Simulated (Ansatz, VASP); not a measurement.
**GaSn4S3 in VASP and in Ansatz**

```
Ga Sn S
1.0
     4.12202    0.00000    0.00000
     0.00000    4.12202    0.00000
     0.00000    0.00000   11.65829
Ga Sn S
1 4 3
Direct
  0.50000 0.50000 0.00000
  0.50000 0.50000 0.25191
  0.50000 0.50000 0.74809
  0.00000 0.00000 0.00000
  0.00000 0.00000 0.50000
  0.50000 0.50000 0.50000
  0.00000 0.00000 0.74589
  0.00000 0.00000 0.25411
```

Alike in both runs: functional PBE; k mesh 4 × 4 × 2; occupations gaussian, width 0.2 eV; no spin polarisation.

Ansatz relaxed the structure, and its values are those at the end. VASP's run is a single point on that final structure, the one shown.

|  | VASP | Ansatz |
| --- | --- | --- |
| version | VASP 6.6.1 | Ansatz 0.2.0 |
| potentials or method | VASP PAW PBE potentials, release 64 (Ga_d, Sn_d, S), cutoff 520 eV | scalar-relativistic, plane waves, PAW |
| valence electrons in the cell | 87 | 87 |

```tsv
	VASP	Ansatz	Ansatz less VASP
gap on the k mesh at the Fermi level (eV)	none	none	-
pressure (GPa)	-0.2	-0.2	+0.04
rms of the force components (eV/Å)	0.012	0.012	+0.0005
```

A gap of «none» marks a metal or a gap that the smearing closes. The functional is the same, so the differences come from potentials, cutoffs and numerics.

The k mesh is coarse, so the values compare programs but aren't converged.
